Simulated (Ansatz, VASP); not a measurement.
# Two plane-wave programs on Mo

Contents of POSCAR:

```
Mo
1.0
    2.7075856644      0.0000000000      0.0000000000
   -1.3537928322      2.3448379683      0.0000000000
    0.0000000000      0.0000000000      2.4958920287
Mo
1
Direct
    0.0000000000      0.0000000000      0.5000000000
```

File INCAR.step1:

```
SYSTEM = Mo
PREC     = Accurate       ! precision mode
ENCUT    = 520            ! plane-wave cutoff, eV
ISMEAR   = 0              ! smearing method
SIGMA    = 0.15           ! smearing width, eV
LREAL    = .FALSE.        ! projectors in reciprocal space
LASPH    = .TRUE.         ! aspherical terms in the spheres
NELM     = 100            ! most SCF steps
NBANDS   = 13             ! bands
GGA      = PE             ! functional
ALGO     = Normal         ! electronic algorithm
EDIFF    = 1E-4           ! SCF threshold, eV
LWAVE    = .TRUE.         ! write WAVECAR
LCHARG   = .FALSE.        ! write CHGCAR
```

Contents of INCAR.step2:

```
SYSTEM = Mo
PREC     = Accurate       ! precision mode
ENCUT    = 520            ! plane-wave cutoff, eV
EDIFF    = 1E-7           ! SCF threshold, eV
ISMEAR   = 0              ! smearing method
SIGMA    = 0.15           ! smearing width, eV
LREAL    = .FALSE.        ! projectors in reciprocal space
LASPH    = .TRUE.         ! aspherical terms in the spheres
NELM     = 100            ! most SCF steps
ALGO     = Normal         ! electronic algorithm
ISIF     = 2              ! what is computed and relaxed
LWAVE    = .FALSE.        ! write WAVECAR
LCHARG   = .FALSE.        ! write CHGCAR
METAGGA  = R2SCAN         ! meta-GGA
LMIXTAU  = .TRUE.       
NBANDS   = 13             ! bands
ISTART   = 1
```

KPOINTS

```
Automatic mesh
0
G
  24 24 24
  0 0 0
```

Input for Ansatz:

```yaml
crystal:
  lattice:
    - [2.7075856644, 0.0, 0.0]
    - [-1.3537928322, 2.3448379683, 0.0]
    - [0.0, 0.0, 2.4958920287]
  atoms:
    - { symbol: Mo, position: [0.0, 0.0, 0.5] }
basis:
  ecutwfc: 500
kpoints:
  mp_grid: { grid: [24, 24, 24] }
hamiltonian:
  xc: r2scan
scf:
  occupations: { method: gaussian, width: 0.15 }
output:
  forces: true
  stress: true
  eigenvalues: true
```

Change from the starting cell: strain -0.015 along x and y, -0.015 along z, atoms carried along.

Alike in both runs: task single point; functional r2SCAN; k mesh 24 × 24 × 24; occupations gaussian, width 0.15 eV; no spin polarisation.

|  | VASP | Ansatz |
| --- | --- | --- |
| version | VASP 6.6.1 | Ansatz 0.2.0 |
| potentials or method | VASP PAW PBE potentials, release 64 (Mo_sv), cutoff 520 eV | scalar-relativistic, plane waves, PAW |
| valence electrons in the cell | 14 | 14 |

Ansatz gave:

| Property | Result |
| --- | --- |
| gap on the k mesh at the Fermi level (eV) | none |
| pressure (GPa) | 10.5 |
| traceless stress, the component that is largest in VASP (GPa) | -2.51 |

What did VASP give for the same quantities?

gap on the k mesh at the Fermi level (eV): none; pressure (GPa): 11.8; traceless stress, the component that is largest in VASP (GPa): -2.21.

VASP's potentials were made for PBE, not for r2SCAN. A gap of «none» marks a metal or a gap that the smearing closes.
